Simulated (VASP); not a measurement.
# Si (Fd-3m) in VASP: further runs

Runs on Si. Level: PBE. Tasks: single point, relaxation of cell and atoms.

Program: VASP 6.6.1. These are calculated values, not measurements. Logs are shortened: lines on timing, memory, paths and dates and some standing lists are left out, and cuts for length are marked.

### 1 The cell of the first run

Symmetry: Fd-3m, No. 227, cubic system. Conventional cell: a = 5.543 Å, b = 5.543 Å, c = 5.543 Å, α = 90.00°, β = 90.00°, γ = 90.00°. Si (site symmetry -43m) has 4 Si at 2.40 Å within 3.2 Å.

### 2 Single point, PBE (volume scaled by 1.04)

The input, INCAR:

```
SYSTEM = Si
  ALGO = Normal
  EDIFF = 1E-6
  ENCUT = 520
  GGA = PE
  ISIF = 2
  ISMEAR = -1
  LASPH = .TRUE.
  LCHARG = .FALSE.
  LREAL = .FALSE.
  LWAVE = .FALSE.
  NBANDS = 11
  NELM = 80
  PREC = Accurate
  SIGMA = 0.05
```

The input, KPOINTS:

```
k-points
0
G
  9 9 9
  0 0 0
```

The input, POSCAR:

```
Si
1.0
    0.0000000000      2.7714848534      2.7714848534
    2.7714848534      0.0000000000      2.7714848534
    2.7714848534      2.7714848534      0.0000000000
Si
2
Direct
    0.5000000000      0.5000000000      0.5000000000
    0.7500000000      0.7500000000      0.7500000000
```

Potentials or basis: VASP PAW PBE potentials, release 64 (Si).

The run is started by

```
cat potpaw_PBE.64/Si/POTCAR > POTCAR
mpirun -np 1 vasp_std > vasp.out
```

OUTCAR:

```text
SYSTEM = Si
   EDIFF = 1E-6
   ENCUT = 520
   GGA = PE
   ISIF = 2
   ISMEAR = -1
   LASPH = .TRUE.
   LREAL = .FALSE.
   NELM = 80
   PREC = Accurate

 ion  position               nearest neighbor table
   1  0.500  0.500  0.500-   2 2.40   2 2.40   2 2.40   2 2.40
   2  0.750  0.750  0.750-   1 2.40   1 2.40   1 2.40   1 2.40

  LATTYP: Found a face centered cubic cell.
 ALAT       =     5.5429697068

  Lattice vectors:

 A1 = (   0.0000000000,   2.7714848534,   2.7714848534)
 A2 = (   2.7714848534,   0.0000000000,   2.7714848534)
 A3 = (   2.7714848534,   2.7714848534,   0.0000000000)

Analysis of symmetry for initial positions (statically):
=====================================================================
 Subroutine PRICEL returns:
 Original cell was already a primitive cell.

 Routine SETGRP: Setting up the symmetry group for a
 face centered cubic supercell.

 Subroutine GETGRP returns: Found 48 space group operations
 (whereof 24 operations were pure point group operations)
 out of a pool of 48 trial point group operations.

The static configuration has the point symmetry T_d .
 The point group associated with its full space group is O_h .

Analysis of symmetry for dynamics (positions and initial velocities):
=====================================================================
 Subroutine PRICEL returns:
 Original cell was already a primitive cell.

 Routine SETGRP: Setting up the symmetry group for a
 face centered cubic supercell.

 Subroutine GETGRP returns: Found 48 space group operations
 (whereof 24 operations were pure point group operations)
 out of a pool of 48 trial point group operations.

The dynamic configuration has the point symmetry T_d .
 The point group associated with its full space group is O_h .

 Subroutine INISYM returns: Found 48 space group operations
 (whereof 24 operations are pure point group operations),
 and found     1 'primitive' translations

----------------------------------------------------------------------------------------

                                     Primitive cell

  volume of cell :      42.5763

  direct lattice vectors                    reciprocal lattice vectors
     0.000000000  2.771484853  2.771484853    -0.180408707  0.180408707  0.180408707
     2.771484853  0.000000000  2.771484853     0.180408707 -0.180408707  0.180408707
     2.771484853  2.771484853  0.000000000     0.180408707  0.180408707 -0.180408707

  length of vectors
     3.919471468  3.919471468  3.919471468     0.312477047  0.312477047  0.312477047

  position of ions in fractional coordinates (direct lattice)
     0.500000000  0.500000000  0.500000000
     0.750000000  0.750000000  0.750000000

  ion indices of the primitive-cell ions
   primitive index   ion index
                 1           1
                 2           2

----------------------------------------------------------------------------------------

 KPOINTS: k-points

Automatic generation of k-mesh.
 Grid dimensions read from file:
 generate k-points for:    9    9    9

 Generating k-lattice:

  Cartesian coordinates                     Fractional coordinates (reciprocal lattice)
    -0.020045412  0.020045412  0.020045412     0.111111111  0.000000000  0.000000000
     0.020045412 -0.020045412  0.020045412     0.000000000  0.111111111  0.000000000
     0.020045412  0.020045412 -0.020045412     0.000000000  0.000000000  0.111111111

  Length of vectors
     0.034719672  0.034719672  0.034719672

  Shift w.r.t. Gamma in fractional coordinates (k-lattice)
     0.000000000  0.000000000  0.000000000

 Subroutine IBZKPT returns following result:
 ===========================================

 Found     35 irreducible k-points:

 Following reciprocal coordinates:
            Coordinates               Weight
  0.000000  0.000000  0.000000      1.000000
  0.111111  0.000000  0.000000      8.000000
  0.222222  0.000000  0.000000      8.000000
  0.333333  0.000000  0.000000      8.000000
  0.444444  0.000000  0.000000      8.000000
  0.111111  0.111111  0.000000      6.000000
[... 16 lines left out ...]
 -0.333333  0.333333  0.000000     12.000000
  0.444444  0.444444  0.000000      6.000000
 [... further k-points ...]
   k-points           NKPTS =     35   k-points in BZ     NKDIM =     35   number of bands    NBANDS=     11
   number of dos      NEDOS =    301   number of ions     NIONS =      2
   total plane-waves  NPLWV =  27000
   dimension x,y,z NGX =    30 NGY =   30 NGZ =   30
   dimension x,y,z NGXF=    60 NGYF=   60 NGZF=   60
   ions per type =               2
   NGX,Y,Z   is equivalent  to a cutoff of  12.72, 12.72, 12.72 a.u.
   NGXF,Y,Z  is equivalent  to a cutoff of  25.45, 25.45, 25.45 a.u.
 SYSTEM =  Si
   PREC   = accura    normal or accurate (medium, high low for compatibility)
   ISTART =      0    job   : 0-new  1-cont  2-samecut
   ICHARG =      2    charge: 1-file 2-atom 10-const
   ISPIN  =      1    spin polarized calculation?
   LNONCOLLINEAR =      F non collinear calculations
   LSORBIT =      F    spin-orbit coupling
   LASPH  =      T    aspherical Exc in radial PAW
   ENCUT  =  520.0 eV  38.22 Ry    6.18 a.u.   7.29  7.29  7.29*2*pi/ulx,y,z
   NELM   =     80;   NELMIN=  2; NELMDL= -5     # of ELM steps
   EDIFF  = 0.1E-05   stopping-criterion for ELM
   LREAL  =      F    real-space projection
   EDIFFG = 0.1E-04   stopping-criterion for IOM
   NSW    =      0    number of steps for IOM
   IBRION =     -1    ionic relax: 0-MD 1-quasi-New 2-CG
   NFREE  =      0    steps in history (QN), initial steepest desc. (CG)
   ISIF   =      2    stress and relaxation
   ISYM   =      2    0-nonsym 1-usesym 2-fastsym
   POTIM  = 0.5000    time-step for ionic-motion
   TEBEG  =    0.0;   TEEND  =   0.0 temperature during run
   PSTRESS=    0.0 pullay stress
   NELECT =       8.0000    total number of electrons
   NUPDOWN=      -1.0000    fix difference up-down
   EMIN   =  10.00;   EMAX   =-10.00  energy-range for DOS
   EFERMI =   0.00;   METHOD = LEGACY
   ISMEAR =    -1;   SIGMA  =   0.05  broadening in eV -4-tet -1-fermi 0-gaus
   EFERMI_NEDOS =   21; number of points for ismear=-14 and -15
   IALGO  =     38    algorithm
   IMIX   =      4    mixing-type and parameters
     AMIX     =   0.40;   BMIX     =  1.00
     AMIX_MAG =   1.60;   BMIX_MAG =  1.00
  volume/ion in A,a.u.               =      21.29       143.66
  Fermi-wavevector in a.u.,A,eV,Ry     =   0.937668  1.771935 11.962526  0.879221
  Thomas-Fermi vector in A             =   2.064802
   LORBIT       =      0    0 simple, 1 ext, 2 COOP (PROOUT), +10 PAW based schemes
   GGA     = PE    functional components
   LHFCALC =     F    Hartree Fock is set to
   AEXX    =    0.0000 exact exchange contribution
   IVDW    =     0    specifies the selected vdW correction
   LEPSILON=     F    determine dielectric tensor
   LRPA    =     F    only Hartree local field effects (RPA)
 non-spin polarized calculation
  energy-cutoff  :      520.00
  volume of cell :       42.58
 maximum number of plane-waves:      1158
 NGX is ok and might be reduce to    30
   NGX = 15   NGY = 15   NGZ = 15

 number of electron       8.0000000 magnetization

 Free energy of the ion-electron system (eV)
  ---------------------------------------------------
  ext. energy  EPLUGINS =         0.00000000
  ---------------------------------------------------
  free energy    TOTEN  =       -10.83031378 eV

  energy without entropy =      -10.83030333  energy(sigma->0) =      -10.83030855

 E-fermi :   5.5518     XC(G=0):  -9.1703

 val. band max:        5.2222658803   @ k =   0.0000   0.0000   0.0000
 cond. band min:       5.9162322688   @ k =   0.4444   0.4444   0.0000
 fundamental gap:      0.6939663886
 Fermi energy:         5.5517633772

 k-point     1 :       0.0000    0.0000    0.0000
  band No.  band energies     occupation
      1      -6.3242      2.00000
      2       5.2223      1.99726
      3       5.2223      1.99726
      4       5.2223      1.99726
      5       7.7605      0.00000
      6       7.7605      0.00000
      7       7.7605      0.00000
      8       7.9026      0.00000
      9      12.9086      0.00000
     10      12.9086      0.00000
     11      12.9438      0.00000

 k-point     2 :       0.1111    0.0000    0.0000
  band No.  band energies     occupation
      1      -6.1711      2.00000
      2       3.8848      2.00000
      3       4.9996      1.99997
      4       4.9996      1.99997
      5       7.5806      0.00000
      6       8.0891      0.00000
      7       8.0891      0.00000
      8       9.1833      0.00000
      9      12.5164      0.00000
     10      12.5164      0.00000
     11      13.5630      0.00000

 k-point     3 :       0.2222    0.0000    0.0000
  band No.  band energies     occupation
      1      -5.7220      2.00000
      2       1.8858      2.00000
      3       4.5963      2.00000
      4       4.5963      2.00000
      5       7.1440      0.00000
      6       8.6054      0.00000
      7       8.6054      0.00000
      8      11.1660      0.00000
      9      12.2932      0.00000
     10      12.2932      0.00000
     11      14.1200      0.00000

 k-point     4 :       0.3333    0.0000    0.0000
  band No.  band energies     occupation
      1      -5.0247      2.00000
      2       0.0649      2.00000
      3       4.2712      2.00000
      4       4.2712      2.00000
      5       6.7724      0.00000
      6       8.7131      0.00000
      7       8.7131      0.00000
      8      12.8097      0.00000
      9      13.1179      0.00000
     10      13.1179      0.00000
     11      13.9652      0.00000
[... 239 lines left out ...]
 k-point    22 :      -0.4444    0.3333    0.0000
  band No.  band energies     occupation
      1      -3.0830      2.00000
      2      -1.5815      2.00000
      3       1.4350      2.00000
      4       2.8951      2.00000
      5       6.4725      0.00000
      6       8.8339      0.00000
      7      12.2437      0.00000
      8      12.2530      0.00000
      9      14.3151      0.00000
     10      14.5415      0.00000
     11      18.4200      0.00000

 k-point    23 :      -0.3333    0.3333    0.0000
  band No.  band energies     occupation
      1      -3.2545      2.00000
      2      -1.3925      2.00000
      3       1.0971      2.00000
      4       3.2296      2.00000
      5       6.8419      0.00000
      6      10.9497      0.00000
      7      11.4907      0.00000
      8      11.9904      0.00000
      9      12.2470      0.00000
     10      12.8480      0.00000
     11      19.1992      0.00000

 k-point    24 :       0.4444    0.4444    0.0000
  band No.  band energies     occupation
      1      -3.1809      2.00000
      2      -1.5569      2.00000
      3       2.5784      2.00000
      4       2.5784      2.00000
      5       5.9162      0.00136
      6       6.3178      0.00000
      7      14.1806      0.00000
      8      14.1806      0.00000
      9      16.5591      0.00000
     10      16.5907      0.00000
     11      16.6568      0.00000

 [... further k-points ...]
[... 5 lines left out ...]
  --------------------------------------------------------------------------------------
  -------------------------------------------------------------------------------------
  Total       -0.8762332     -0.8762332     -0.8762332     -0.0000000     -0.0000000     -0.0000000
  in kB      -32.9733283    -32.9733283    -32.9733283     -0.0000000     -0.0000000     -0.0000000
  external PRESSURE =     -32.9733283 kB  Pullay stress =       0.0000000 kB

 VOLUME and BASIS-vectors are now :
 -----------------------------------------------------------------------------
  energy-cutoff  :      520.00
  volume of cell :       42.58
      direct lattice vectors                 reciprocal lattice vectors
     0.000000000  2.771484853  2.771484853    -0.180408707  0.180408707  0.180408707
     2.771484853  0.000000000  2.771484853     0.180408707 -0.180408707  0.180408707
     2.771484853  2.771484853  0.000000000     0.180408707  0.180408707 -0.180408707

 POSITION                                       TOTAL-FORCE (eV/Angst)
 -----------------------------------------------------------------------------------
      2.77148      2.77148      2.77148        -0.000000     -0.000000     -0.000000
      4.15723      4.15723      4.15723         0.000000      0.000000      0.000000
 -----------------------------------------------------------------------------------
    total drift:                                0.000000     -0.000000     -0.000000

  FREE ENERGIE OF THE ION-ELECTRON SYSTEM (eV)
  ---------------------------------------------------
  free  energy   TOTEN  =       -10.8303137787 eV

  energy  without entropy=      -10.8303033263  energy(sigma->0) =      -10.83030855
```

Wall time 8.6 s (1 thread of Intel Xeon Platinum 8488C (Sapphire Rapids), shared host); peak memory 0.15 GiB.

What came out:

```
Free energy            : -10.8303 eV
Pressure               : -3.3 GPa
Band gap on the k mesh : 0.69 eV, indirect (least direct gap 2.47 eV)
```

Levels at points of the mesh, in eV from the valence-band top:
| k point | band 1 | band 2 | band 3 | band 4 | band 5 | band 6 | band 7 | band 8 |
| --- | --- | --- | --- | --- | --- | --- | --- | --- |
| (0.00, 0.00, 0.00) | -11.55 | 0.00 | 0.00 | 0.00 | 2.54 | 2.54 | 2.54 | 2.68 |

 A k mesh can miss the band edges.

(Continued in part 2 of 2.)
